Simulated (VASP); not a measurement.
## HfN: single point with LDA

Crystal: HfN.

```
Hf N
1.0
     0.00000    2.27866    2.23398
     2.27866    0.00000    2.23398
     2.27866    2.27866    0.00000
Hf N
1 1
Direct
  0.99921 0.00079 0.00079
  0.51007 0.48993 0.48993
```

```
Program             : VASP 6.6.1
Task                : single point
Functional          : LDA
Potentials or basis : VASP PAW LDA potentials, release 64 (Hf_pv, N)
Cutoff              : 520 eV
k mesh              : 18 × 18 × 18
Occupations         : gaussian, width 0.15 eV
Spin                : no spin polarisation
```

```json
{
 "Pressure": "-11.6 GPa",
 "Largest force": "0.502 eV/Å"
}
```

Forces on the atoms (eV/Å):
```
Hf  -0.502  0.000  0.000
N    0.502  0.000  0.000
```

Stress tensor (GPa, compression positive):
```
-14.12   0.00   0.00
  0.00 -14.96   0.00
  0.00   0.00  -5.84
```

Levels at points of the mesh, in eV from the Fermi level:
| k point | band 4 | band 5 | band 6 | band 7 | band 8 | band 9 | band 10 | band 11 | band 12 | band 13 |
| --- | --- | --- | --- | --- | --- | --- | --- | --- | --- | --- |
| (0.00, 0.00, 0.00) | -17.19 | -3.00 | -3.00 | -2.91 | -0.44 | -0.39 | -0.19 | 1.62 | 1.80 | 2.39 |
| (0.50, 0.00, 0.00) | -14.41 | -8.79 | -6.12 | -6.10 | 3.24 | 3.59 | 3.70 | 4.54 | 8.52 | 8.92 |
| (0.50, 0.50, 0.00) | -16.06 | -5.14 | -4.10 | -3.66 | -3.36 | 4.04 | 5.45 | 5.46 | 5.57 | 8.04 |
| (0.50, 0.00, 0.50) | -16.08 | -5.35 | -4.02 | -3.61 | -3.24 | 3.98 | 5.31 | 5.58 | 5.65 | 7.82 |
| (0.00, 0.50, 0.50) | -16.08 | -5.34 | -3.76 | -3.61 | -3.51 | 3.98 | 5.31 | 5.58 | 5.64 | 7.62 |

Run time: 110 s on 1 thread of AMD EPYC 7R13, with other jobs on the host, peak memory 0.38 GiB.

Caveat: spin-orbit coupling is left out, which moves the levels of the heavy elements.
